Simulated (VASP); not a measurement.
# Sb2Au (Fm-3m) in VASP: relaxation of cell and atoms with LDA

Aim: the relaxation of cell and atoms of Sb2Au with LDA.

Everything below comes from runs of VASP 6.6.1. Logs are shortened: lines on timing, memory, paths and dates and some standing lists are left out, and cuts for length are marked.

## 1. The cell of the first run

Symmetry: Fm-3m, No. 225, cubic system. The conventional cell has a = 6.724 Å, b = 6.724 Å, c = 6.724 Å, α = 90.00°, β = 90.00°, γ = 90.00°. Sb (site symmetry -43m) has 4 Au at 2.91 Å and 6 Sb at 3.36 Å within 3.8 Å. Within 3.8 Å of Au (site symmetry m-3m) lie 8 Sb at 2.91 Å.

## 2. Relaxation of cell and atoms, LDA

Input file INCAR:

```
SYSTEM = Sb2Au
ALGO = Normal
EDIFF = 1E-7
EDIFFG = -0.001
ENCUT = 600
IBRION = 2
ISIF = 3
ISMEAR = -1
LASPH = .True.
LCHARG = .False.
LREAL = .False.
LWAVE = .False.
NELM = 80
NSW = 80
PREC = Accurate
SIGMA = 0.15
```

Input file KPOINTS:

```
k-points
0
Gamma
  12 12 12
  0 0 0
```

Input file POSCAR:

```
Sb2Au
1.0
    0.0000000000      3.3621086466      3.3621086466
    3.3621086466      0.0000000000      3.3621086466
    3.3621086466      3.3621086466      0.0000000000
Sb Au
2 1
Direct
    0.2500000000      0.2500000000      0.2500000000
    0.7500000000      0.7500000000      0.7500000000
    0.0000000000      0.0000000000      0.0000000000
```

Potentials or basis: VASP PAW LDA potentials, release 64 (Sb, Au).

Command:

```sh
$ cat potpaw_LDA.64/Sb/POTCAR potpaw_LDA.64/Au/POTCAR > POTCAR
$ mpirun -np 1 vasp_std > vasp.out
```

OUTCAR:

```text
SYSTEM = Sb2Au
   EDIFF = 1E-7
   EDIFFG = -0.001
   ENCUT = 600
   IBRION = 2
   ISIF = 3
   ISMEAR = -1
   LASPH = .True.
   LREAL = .False.
   NELM = 80
   NSW = 80
   PREC = Accurate

 ion  position               nearest neighbor table
   1  0.250  0.250  0.250-   3 2.91   3 2.91   3 2.91   3 2.91   2 3.36   2 3.36   2 3.36   2 3.36
                             2 3.36   2 3.36
   2  0.750  0.750  0.750-   3 2.91   3 2.91   3 2.91   3 2.91   1 3.36   1 3.36   1 3.36   1 3.36
                             1 3.36   1 3.36
   3  0.000  0.000  0.000-   2 2.91   2 2.91   2 2.91   1 2.91   2 2.91   1 2.91   1 2.91   1 2.91

  LATTYP: Found a face centered cubic cell.
 ALAT       =     6.7242172932

  Lattice vectors:

 A1 = (   0.0000000000,   3.3621086466,   3.3621086466)
 A2 = (   3.3621086466,   0.0000000000,   3.3621086466)
 A3 = (   3.3621086466,   3.3621086466,   0.0000000000)

Analysis of symmetry for initial positions (statically):
=====================================================================
 Subroutine PRICEL returns:
 Original cell was already a primitive cell.

 Routine SETGRP: Setting up the symmetry group for a
 face centered cubic supercell.

 Subroutine GETGRP returns: Found 48 space group operations
 (whereof 48 operations were pure point group operations)
 out of a pool of 48 trial point group operations.

The static configuration has the point symmetry O_h .

Analysis of symmetry for dynamics (positions and initial velocities):
=====================================================================
 Subroutine PRICEL returns:
 Original cell was already a primitive cell.

 Routine SETGRP: Setting up the symmetry group for a
 face centered cubic supercell.

 Subroutine GETGRP returns: Found 48 space group operations
 (whereof 48 operations were pure point group operations)
 out of a pool of 48 trial point group operations.

The dynamic configuration has the point symmetry O_h .

 Subroutine INISYM returns: Found 48 space group operations
 (whereof 48 operations are pure point group operations),
 and found     1 'primitive' translations

----------------------------------------------------------------------------------------

                                     Primitive cell

  volume of cell :      76.0090

  direct lattice vectors                    reciprocal lattice vectors
     0.000000000  3.362108647  3.362108647    -0.148716193  0.148716193  0.148716193
     3.362108647  0.000000000  3.362108647     0.148716193 -0.148716193  0.148716193
     3.362108647  3.362108647  0.000000000     0.148716193  0.148716193 -0.148716193

  length of vectors
     4.754739646  4.754739646  4.754739646     0.257584003  0.257584003  0.257584003

  position of ions in fractional coordinates (direct lattice)
     0.250000000  0.250000000  0.250000000
     0.750000000  0.750000000  0.750000000
     0.000000000  0.000000000  0.000000000

  ion indices of the primitive-cell ions
   primitive index   ion index
                 1           1
                 2           2
                 3           3

----------------------------------------------------------------------------------------

 KPOINTS: k-points

Automatic generation of k-mesh.
 Grid dimensions read from file:
 generate k-points for:   12   12   12

 Generating k-lattice:

  Cartesian coordinates                     Fractional coordinates (reciprocal lattice)
    -0.012393016  0.012393016  0.012393016     0.083333333  0.000000000  0.000000000
     0.012393016 -0.012393016  0.012393016     0.000000000  0.083333333  0.000000000
     0.012393016  0.012393016 -0.012393016     0.000000000  0.000000000  0.083333333

  Length of vectors
     0.021465334  0.021465334  0.021465334

  Shift w.r.t. Gamma in fractional coordinates (k-lattice)
     0.000000000  0.000000000  0.000000000

 Subroutine IBZKPT returns following result:
 ===========================================

 Found     72 irreducible k-points:

 Following reciprocal coordinates:
            Coordinates               Weight
  0.000000  0.000000  0.000000      1.000000
  0.083333  0.000000  0.000000      8.000000
  0.166667  0.000000  0.000000      8.000000
  0.250000  0.000000  0.000000      8.000000
  0.333333  0.000000  0.000000      8.000000
  0.416667  0.000000  0.000000      8.000000
[... 16 lines left out ...]
  0.500000  0.166667  0.000000     24.000000
 -0.416667  0.166667  0.000000     24.000000
 [... further k-points ...]
   k-points           NKPTS =     72   k-points in BZ     NKDIM =     72   number of bands    NBANDS=     14
   number of dos      NEDOS =    301   number of ions     NIONS =      3
   total plane-waves  NPLWV =  64000
   dimension x,y,z NGX =    40 NGY =   40 NGZ =   40
   dimension x,y,z NGXF=    80 NGYF=   80 NGZF=   80
   ions per type =               2   1
   NGX,Y,Z   is equivalent  to a cutoff of  13.99, 13.99, 13.99 a.u.
   NGXF,Y,Z  is equivalent  to a cutoff of  27.97, 27.97, 27.97 a.u.
 SYSTEM =  Sb2Au
   PREC   = accura    normal or accurate (medium, high low for compatibility)
   ISTART =      0    job   : 0-new  1-cont  2-samecut
   ICHARG =      2    charge: 1-file 2-atom 10-const
   ISPIN  =      1    spin polarized calculation?
   LNONCOLLINEAR =      F non collinear calculations
   LSORBIT =      F    spin-orbit coupling
   LASPH  =      T    aspherical Exc in radial PAW
   ENCUT  =  600.0 eV  44.10 Ry    6.64 a.u.   9.50  9.50  9.50*2*pi/ulx,y,z
   NELM   =     80;   NELMIN=  2; NELMDL= -5     # of ELM steps
   EDIFF  = 0.1E-06   stopping-criterion for ELM
   LREAL  =      F    real-space projection
   EDIFFG = -.1E-02   stopping-criterion for IOM
   NSW    =     80    number of steps for IOM
   IBRION =      2    ionic relax: 0-MD 1-quasi-New 2-CG
   NFREE  =      1    steps in history (QN), initial steepest desc. (CG)
   ISIF   =      3    stress and relaxation
   ISYM   =      2    0-nonsym 1-usesym 2-fastsym
   POTIM  = 0.5000    time-step for ionic-motion
   TEBEG  =    0.0;   TEEND  =   0.0 temperature during run
   PSTRESS=    0.0 pullay stress
   NELECT =      21.0000    total number of electrons
   NUPDOWN=      -1.0000    fix difference up-down
   EMIN   =  10.00;   EMAX   =-10.00  energy-range for DOS
   EFERMI =   0.00;   METHOD = LEGACY
   ISMEAR =    -1;   SIGMA  =   0.15  broadening in eV -4-tet -1-fermi 0-gaus
   EFERMI_NEDOS =   21; number of points for ismear=-14 and -15
   IALGO  =     38    algorithm
   IMIX   =      4    mixing-type and parameters
     AMIX     =   0.40;   BMIX     =  1.00
     AMIX_MAG =   1.60;   BMIX_MAG =  1.00
  volume/ion in A,a.u.               =      25.34       170.98
  Fermi-wavevector in a.u.,A,eV,Ry     =   1.066251  2.014923 15.468349  1.136892
  Thomas-Fermi vector in A             =   2.201829
   LORBIT       =      0    0 simple, 1 ext, 2 COOP (PROOUT), +10 PAW based schemes
   GGA     = CA    functional components
   LHFCALC =     F    Hartree Fock is set to
   AEXX    =    0.0000 exact exchange contribution
   IVDW    =     0    specifies the selected vdW correction
   LEPSILON=     F    determine dielectric tensor
   LRPA    =     F    only Hartree local field effects (RPA)
 conjugate gradient relaxation of ions
 non-spin polarized calculation
  energy-cutoff  :      600.00
  volume of cell :       76.01
 maximum number of plane-waves:      2637
 NGX is ok and might be reduce to    40
   NGX = 19   NGY = 19   NGZ = 19

--------------------------------------- Ionic step        1  -------------------------------------------

 number of electron      20.9999998 magnetization

 Free energy of the ion-electron system (eV)
  ---------------------------------------------------
  ext. energy  EPLUGINS =         0.00000000
  ---------------------------------------------------
  free energy    TOTEN  =       -13.91875170 eV

  energy without entropy =      -13.83248756  energy(sigma->0) =      -13.87561963

------------------------ aborting loop because EDIFF is reached ----------------------------------------

  FORCE on cell =-STRESS in cart. coord.  units (eV):
  Direction    XX          YY          ZZ          XY          YZ          ZX
  --------------------------------------------------------------------------------------
  -------------------------------------------------------------------------------------
  Total        0.0853070      0.0853070      0.0853070     -0.0000000      0.0000000     -0.0000000
  in kB        1.7981680      1.7981680      1.7981680     -0.0000000      0.0000000     -0.0000000
  external PRESSURE =       1.7981680 kB  Pullay stress =       0.0000000 kB
[... 59 lines left out ...]
  energy  without entropy=      -13.8324119803  energy(sigma->0) =      -13.87558207

--------------------------------------- Ionic step        3  -------------------------------------------

 number of electron      20.9999998 magnetization

 Free energy of the ion-electron system (eV)
  ---------------------------------------------------
  ext. energy  EPLUGINS =         0.00000000
  ---------------------------------------------------
  free energy    TOTEN  =       -13.91884139 eV

  energy without entropy =      -13.83253950  energy(sigma->0) =      -13.87569045

 E-fermi :   8.1644     XC(G=0): -10.5013

 val. band max:        8.1465397857   @ k =   0.1667   0.0833   0.0000
 cond. band min:       8.1723582693   @ k =  -0.0833   0.0833   0.0000
 fundamental gap:      0.0258184836
 Fermi energy:         8.1643698328

 k-point     1 :       0.0000    0.0000    0.0000
  band No.  band energies     occupation
      1      -4.5481      2.00000
      2       1.2731      2.00000
      3       1.7774      2.00000
      4       1.7774      2.00000
      5       1.7774      2.00000
      6       3.0176      2.00000
      7       3.0176      2.00000
      8       7.9162      1.67891
      9       7.9162      1.67891
     10       7.9162      1.67891
     11       8.7586      0.03734
     12       8.7586      0.03734
     13       8.7586      0.03734
     14       9.5559      0.00019
[... 375 lines left out ...]
 k-point    24 :      -0.4167    0.1667    0.0000
  band No.  band energies     occupation
      1      -2.5507      2.00000
      2      -1.9660      2.00000
      3       2.0572      2.00000
      4       2.2671      2.00000
      5       2.4429      2.00000
      6       2.9574      2.00000
      7       3.0521      2.00000
      8       4.0296      2.00000
      9       5.5279      2.00000
     10       6.4587      1.99998
     11       7.6030      1.95370
     12       8.9803      0.00864
     13       9.7905      0.00004
     14      11.6426      0.00000

 [... further k-points ...]

------------------------ aborting loop because EDIFF is reached ----------------------------------------

  FORCE on cell =-STRESS in cart. coord.  units (eV):
  Direction    XX          YY          ZZ          XY          YZ          ZX
  --------------------------------------------------------------------------------------
  -------------------------------------------------------------------------------------
  Total       -0.0003532     -0.0003532     -0.0003532     -0.0000000     -0.0000000      0.0000000
  in kB       -0.0074294     -0.0074294     -0.0074294     -0.0000000     -0.0000000      0.0000000
  external PRESSURE =      -0.0074294 kB  Pullay stress =       0.0000000 kB
[... 18 lines left out ...]
  FREE ENERGIE OF THE ION-ELECTRON SYSTEM (eV)
  ---------------------------------------------------
  free  energy   TOTEN  =       -13.9188413878 eV

  energy  without entropy=      -13.8325395036  energy(sigma->0) =      -13.87569045

 reached required accuracy - stopping structural energy minimisation
```

It took 3.9 min on 1 thread of Oxide Virtual Turin-like, shared host; peak memory 0.24 GiB.

What came out:

```
Free energy                            : -13.9188 eV
Relaxed volume                         : 25.39 Å³/atom
Relaxed cell                           : a = 4.758 Å, b = 4.758 Å, c = 4.758 Å, α = 60.00°, β = 60.00°, γ = 60.00°
Space group after relaxing (to 0.05 Å) : Fm-3m (No. 225)
Energy gained by relaxing              : 0.0 meV/atom
Ionic steps                            : 3
Pressure after relaxing                : 0.0 GPa
```

Final structure:
```
CELL_PARAMETERS angstrom
0.00000 3.36444 3.36444
3.36444 0.00000 3.36444
3.36444 3.36444 0.00000
ATOMIC_POSITIONS crystal
Sb 0.25000 0.25000 0.25000
Sb 0.75000 0.75000 0.75000
Au 0.00000 0.00000 0.00000
```

Caveat: spin-orbit coupling is left out, which moves the levels of the heavy elements.
